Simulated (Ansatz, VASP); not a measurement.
Two plane-wave programs on Si4O7

The input INCAR:

```
SYSTEM = Si4O7
  ALGO = Normal
  EDIFF = 1E-6
  ENCUT = 520
  GGA = PE
  ISIF = 2
  ISMEAR = 0
  LASPH = .TRUE.
  LCHARG = .FALSE.
  LREAL = .FALSE.
  LWAVE = .FALSE.
  NBANDS = 40
  NELM = 100
  PREC = Accurate
  SIGMA = 0.05
```

Contents of KPOINTS:

```
k-points
0
G
  4 4 4
  0 0 0
```

The input POSCAR:

```
Si4O7
1.0
    5.0799801732      0.0000000000      0.0000000000
    0.0000000000      5.0799801732      0.0000000000
    0.0000000000      0.0000000000      7.0914769300
Si O
4 7
Direct
    0.2944292339      0.2944292339      0.0000000000
    0.2055707661      0.7944292339      0.2500000000
    0.7055707661      0.7055707661      0.5000000000
    0.7944292339      0.2055707661      0.7500000000
    0.4053663613      0.7409644515      0.4248320116
    0.7590355485      0.9053663613      0.6748320116
    0.5946336387      0.2590355485      0.9248320116
    0.7409644515      0.4053663613      0.5751679884
    0.9760218688      1.0619664571      0.2935168406
    0.2590355485      0.5946336387      0.0751679884
    0.0946336387      0.2409644515      0.8251679884
```

Input for Ansatz:

```yaml
crystal:
  lattice:
    - [5.0799801732, 0.0, 0.0]
    - [0.0, 5.0799801732, 0.0]
    - [0.0, 0.0, 7.09147693]
  atoms:
    - { symbol: Si, position: [0.2944292339, 0.2944292339, 0.0] }
    - { symbol: Si, position: [0.2055707661, 0.7944292339, 0.25] }
    - { symbol: Si, position: [0.7055707661, 0.7055707661, 0.5] }
    - { symbol: Si, position: [0.7944292339, 0.2055707661, 0.75] }
    - { symbol: O, position: [0.4053663613, 0.7409644515, 0.4248320116] }
    - { symbol: O, position: [0.7590355485, 0.9053663613, 0.6748320116] }
    - { symbol: O, position: [0.5946336387, 0.2590355485, 0.9248320116] }
    - { symbol: O, position: [0.7409644515, 0.4053663613, 0.5751679884] }
    - { symbol: O, position: [0.9760218688, 1.0619664571, 0.2935168406] }
    - { symbol: O, position: [0.2590355485, 0.5946336387, 0.0751679884] }
    - { symbol: O, position: [0.0946336387, 0.2409644515, 0.8251679884] }
basis:
  ecutwfc: 420
kpoints:
  mp_grid: { grid: [4, 4, 4] }
hamiltonian:
  xc: pbe
  pseudopotentials: { kind: paw, azcp: { folder: soft_1 } }
scf:
  occupations: { method: gaussian, width: 0.05 }
output:
  forces: true
  stress: true
  eigenvalues: true
  write_density: true
  write_potential: true
  elf: true
  volumetric_format: npy
```

Change from the starting cell: O vacancy; atom 9 moved 0.500 of the way to it and +0.900 Å across, host rigid.

Alike in both runs: task single point; functional PBE; k mesh 4 × 4 × 4; occupations gaussian, width 0.05 eV; no spin polarisation.

```csv
,VASP,Ansatz
version,VASP 6.6.1,Ansatz 0.2.0
potentials or method,"VASP PAW PBE potentials, release 64 (Si, O), cutoff 520 eV","scalar-relativistic, plane waves, PAW"
valence electrons in the cell,58,58
```

```tsv
	VASP	Ansatz	Ansatz less VASP
gap on the k mesh at the Fermi level (eV)	none	none	-
pressure (GPa)	-3.1	-3.2	-0.08
traceless stress, the component that is largest in VASP (GPa)	2.89	2.83	-0.066
rms of the force components (eV/Å)	1.468	1.477	+0.0085
```

Atom by atom the forces differ by 0.016 eV/Å (rms over components). A gap of «none» marks a metal or a gap that the smearing closes.
